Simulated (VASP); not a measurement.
Input of a VASP 6.6.1 run:

The input INCAR:

```
SYSTEM = Ta2N
AGGAC = 1.0 ; AGGAX = 1.0
ALDAC = 0.0 ; ALDAX = 1.0
ALGO = Normal ; EDIFF = 1E-6
ENCUT = 600 ; GGA = B5
GGA_COMPAT = .False. ; ISIF = 2
ISMEAR = -5 ; IVDW = 12
LASPH = .True. ; LCHARG = .False.
LMAXMIX = 4 ; LNONCOLLINEAR = .True.
LORBIT = 11 ; LORBMOM = .True.
LREAL = .False. ; LSORBIT = .True.
LWAVE = .False. ; MAGMOM = 0 0 0 0 0 0 0 0 0
NBANDS = 40 ; NELM = 200
PREC = Accurate ; SIGMA = 0.1
VDW_A1 = 0.4298 ; VDW_A2 = 4.2359
VDW_S6 = 1.0 ; VDW_S8 = 2.6996
```

KPOINTS

```
k-points
0
Gamma
  10 10 6
  0 0 0
```

The input POSCAR:

```
Ta2N
1.0
    3.1128615100      0.0000000000      0.0000000000
   -1.5564307550      2.6958171461      0.0000000000
    0.0000000000      0.0000000000      4.8698410000
Ta N
2 1
Direct
    0.3333333333      0.6666666667      0.2547110000
    0.6666666667      0.3333333333      0.7452890000
    0.0000000000      0.0000000000      0.0000000000
```

Potentials or basis: VASP PAW PBE potentials, release 64 (Ta_pv, N).

Launch:

```console
$ cat potpaw_PBE.64/Ta_pv/POTCAR potpaw_PBE.64/N/POTCAR > POTCAR
$ mpirun -np 1 vasp_ncl > vasp.out
```

Question: Estimate the dispersion energy per atom.

Answer: -1.230 eV.

Question: Predict the net moment.

Answer: 0.00 μB per cell.

Question: Predict the largest force.

Answer: 0.467 eV/Å.

Stress tensor (GPa, compression positive):
```
-5.53  0.00  0.00
 0.00 -5.53  0.00
 0.00  0.00 -5.26
```

Caveat: the cell stands under tension; the PAW data sets were made with another functional, which shifts forces and pressure a little.
